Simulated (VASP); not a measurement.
A run of VASP 6.6.1:

INCAR

```
SYSTEM = Ga2O3
PREC     = Accurate       ! precision mode
ENCUT    = 520            ! plane-wave cutoff, eV
EDIFF    = 1E-6           ! SCF threshold, eV
ISMEAR   = -1             ! smearing method
SIGMA    = 0.05           ! smearing width, eV
LREAL    = .FALSE.        ! projectors in reciprocal space
LASPH    = .TRUE.         ! aspherical terms in the spheres
NELM     = 100            ! most SCF steps
ALGO     = Normal         ! electronic algorithm
ISIF     = 2              ! what is computed and relaxed
LWAVE    = .FALSE.        ! write WAVECAR
LCHARG   = .FALSE.        ! write CHGCAR
GGA      = PS             ! functional
NBANDS   = 55             ! bands
```

KPOINTS

```
regular mesh
0
G
  4 4 3
  0 0 0
```

Contents of POSCAR:

```
Ga2O3
1.0
    2.4394070000      4.4047590000     -0.0406480000
   -2.5088970000      4.4448790000      0.0348020000
   -2.5535400000      1.4919630000      4.4909710000
Ga O
4 6
Direct
    0.3392869304      0.3066722537      0.0588907226
    0.1812813865      0.6955830650      0.4161367428
    0.6752160074      0.6432179943      0.9751180552
    0.8745080361      0.2847401826      0.5814133458
    0.5590222600      0.1701475394      0.7784331411
    0.2884117805      0.8002440010      0.7295910551
    1.0003063147      0.4390007258      0.7711442242
    0.4270634674      0.8435570661      0.2432716227
    0.7757152118      0.1436741630      0.2984760141
    0.0752666585      0.5076957009      0.2355102300
```

Potentials or basis: VASP PAW PBE potentials, release 64 (Ga_d, O).

Run with:

```sh
$ cat potpaw_PBE.64/Ga_d/POTCAR potpaw_PBE.64/O/POTCAR > POTCAR
$ mpirun -np 1 vasp_std > vasp.out
```

Hardware: 1 thread of Intel(R) Xeon(R) 6975P-C (Granite Rapids) (shared host).

Estimate the wall time of this run.

Wall time 99 s on 1 thread of Intel(R) Xeon(R) 6975P-C (Granite Rapids), with other jobs on the host, peak memory 0.29 GiB. Counts: scf iterations 16, k points 26.
